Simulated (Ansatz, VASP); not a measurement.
## Two plane-wave programs on Al3N

Contents of INCAR:

```
PREC = Accurate ; ENCUT = 600
EDIFF = 1E-7 ; ISMEAR = 0
SIGMA = 0.1 ; LREAL = F
LASPH = T ; NELM = 60
ALGO = Normal ; ISIF = 3
LWAVE = F ; LCHARG = F
GGA = PE ; IBRION = 2
NSW = 100 ; EDIFFG = -0.01
```

KPOINTS

```
regular mesh
0
Gamma
  12 12 8
```

File POSCAR:

```
Al3N
1.0
    4.8699369588      0.0000000000      0.0000000000
   -2.4349684794      4.2174891211      0.0000000000
    0.0000000000      0.0000000000      5.2236126962
Al N
6 2
Direct
    0.3267154756      0.3267154756      0.2500000000
    0.0000000000      0.3267154756      0.7500000000
    0.6732845244      0.0000000000      0.2500000000
    0.6732845244      0.6732845244      0.7500000000
    0.0000000000      0.6732845244      0.2500000000
    0.3267154756      0.0000000000      0.7500000000
    0.0000000000      0.0000000000      0.0000000000
    0.0000000000      0.0000000000      0.5000000000
```

Input for Ansatz:

```yaml
crystal:
  lattice:
    - [4.8699369588, 0.0, 0.0]
    - [-2.4349684794, 4.2174891211, 0.0]
    - [0.0, 0.0, 5.2236126962]
  atoms:
    - { symbol: Al, position: [0.3267154756, 0.3267154756, 0.25] }
    - { symbol: Al, position: [0.0, 0.3267154756, 0.75] }
    - { symbol: Al, position: [0.6732845244, 0.0, 0.25] }
    - { symbol: Al, position: [0.6732845244, 0.6732845244, 0.75] }
    - { symbol: Al, position: [0.0, 0.6732845244, 0.25] }
    - { symbol: Al, position: [0.3267154756, 0.0, 0.75] }
    - { symbol: "N", position: [0.0, 0.0, 0.0] }
    - { symbol: "N", position: [0.0, 0.0, 0.5] }
basis:
  ecutwfc: 420
kpoints:
  mp_grid: { grid: [12, 12, 8] }
hamiltonian:
  xc: pbe
scf:
  occupations: { method: gaussian, width: 0.1 }
output:
  forces: true
  stress: true
  eigenvalues: true
relax:
  adjacent_minimum: "off"
  f_tol: 0.01
  max_steps: 80
  cell: { stress_tol: 0.05 }
```

Alike in both runs: task relaxation of cell and atoms; functional PBE; k mesh 12 × 12 × 8; occupations gaussian, width 0.1 eV; no spin polarisation.

```csv
,VASP,Ansatz
version,VASP 6.6.1,Ansatz 0.2.0
potentials or method,"VASP PAW PBE potentials, release 64 (Al, N), cutoff 600 eV","scalar-relativistic, plane waves, PAW"
valence electrons in the cell,28,28
```

Ansatz gave:

| Property | Result |
| --- | --- |
| gap on the k mesh at the Fermi level, each at its own relaxed structure (eV) | none |
| relaxed volume (Å³/atom) | 13.44 |
| relaxed cell length with the largest relative difference (Å) | 4.874 |

Question: What did VASP give for the same quantities?

Answer: gap on the k mesh at the Fermi level, each at its own relaxed structure (eV): none; relaxed volume (Å³/atom): 13.42; relaxed cell length with the largest relative difference (Å): 4.870.

A gap of «none» marks a metal or a gap that the smearing closes.
